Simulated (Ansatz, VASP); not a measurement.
## HfO2: VASP beside Ansatz

File POSCAR:

```
HfO2
1.0
    0.0000000000      2.5488057606      2.5488057606
    2.5488057606      0.0000000000      2.5488057606
    2.5488057606      2.5488057606      0.0000000000
Hf O
1 2
Direct
    0.0000000000      0.0000000000      0.0000000000
    0.2500000000      0.2500000000      0.2500000000
    0.7500000000      0.7500000000      0.7500000000
```

The input INCAR.step1:

```
SYSTEM = HfO2
PREC     = Accurate       ! precision mode
ENCUT    = 520            ! plane-wave cutoff, eV
EDIFF    = 1E-5           ! SCF threshold, eV
ISMEAR   = 0              ! smearing method
SIGMA    = 0.02           ! smearing width, eV
LREAL    = .False.        ! projectors in reciprocal space
LASPH    = .True.         ! aspherical terms in the spheres
NELM     = 100            ! most SCF steps
ALGO     = Normal         ! electronic algorithm
ISIF     = 2              ! what is computed and relaxed
LWAVE    = .True.         ! write WAVECAR
LCHARG   = .False.        ! write CHGCAR
GGA      = PE             ! functional
NBANDS   = 18             ! bands
```

Contents of INCAR.step2:

```
SYSTEM = HfO2
PREC     = Accurate       ! precision mode
ENCUT    = 520            ! plane-wave cutoff, eV
EDIFF    = 1E-6           ! SCF threshold, eV
ISMEAR   = 0              ! smearing method
SIGMA    = 0.02           ! smearing width, eV
LREAL    = .False.        ! projectors in reciprocal space
LASPH    = .True.         ! aspherical terms in the spheres
NELM     = 100            ! most SCF steps
ALGO     = Normal         ! electronic algorithm
ISIF     = 2              ! what is computed and relaxed
LWAVE    = .False.        ! write WAVECAR
LCHARG   = .False.        ! write CHGCAR
GGA      = PE             ! functional
LHFCALC  = .True.         ! exact exchange
AEXX     = 0.25           ! exact-exchange fraction
PRECFOCK = Normal       
ISTART   = 1            
NBANDS   = 18             ! bands
```

KPOINTS

```
regular mesh
0
Gamma
  6 6 6
  0 0 0
```

Input for Ansatz:

```yaml
crystal:
  lattice:
    - [0.0, 2.5488057606, 2.5488057606]
    - [2.5488057606, 0.0, 2.5488057606]
    - [2.5488057606, 2.5488057606, 0.0]
  atoms:
    - { symbol: Hf, position: [0.0, 0.0, 0.0] }
    - { symbol: O, position: [0.25, 0.25, 0.25] }
    - { symbol: O, position: [0.75, 0.75, 0.75] }
basis:
  ecutwfc: 420
kpoints:
  mp_grid: { grid: [6, 6, 6] }
  band_path:
    path:
      - [[0.0, 0.0, 0.0], [0.5, 0.0, 0.5], [0.625, 0.25, 0.625]]
      - [[0.375, 0.375, 0.75], [0.0, 0.0, 0.0], [0.5, 0.5, 0.5], [0.5, 0.25, 0.75], [0.5, 0.0, 0.5]]
    npoints: 4
hamiltonian:
  xc: pbe0
scf:
  occupations: { method: gaussian, width: 0.02 }
output:
  forces: true
  stress: true
  eigenvalues: true
  populations: true
  dos: { projected: true, de: 0.02 }
  bader: false
  write_density: true
  write_potential: true
  elf: true
  volumetric_format: npy
```

Alike in both runs: task single point; functional PBE0; k mesh 6 × 6 × 6; occupations gaussian, width 0.02 eV; no spin polarisation.

|  | VASP | Ansatz |
| --- | --- | --- |
| version | VASP 6.6.1 | Ansatz 0.2.0 |
| potentials or method | VASP PAW PBE potentials, release 64 (Hf_pv, O), cutoff 520 eV | scalar-relativistic, plane waves, PAW |
| valence electrons in the cell | 22 | 38 |

VASP gave:

* gap on the k mesh at the Fermi level (eV): 6.05
* least direct gap on the mesh (eV): 6.05
* pressure (GPa): -10.9

Question: What did Ansatz give for the same quantities?

Answer: gap on the k mesh at the Fermi level (eV): 6.09; least direct gap on the mesh (eV): 6.09; pressure (GPa): -6.2.

One of these differences is far larger than is usual between the two programs; its cause wasn't traced. VASP's potentials hold 22 valence electrons a cell and Ansatz's 38, so a difference there can come from the potentials and not from the codes. Ansatz's warnings: stress exchange threshold loose, stress scf threshold loose.

Neither program's run includes spin-orbit coupling.
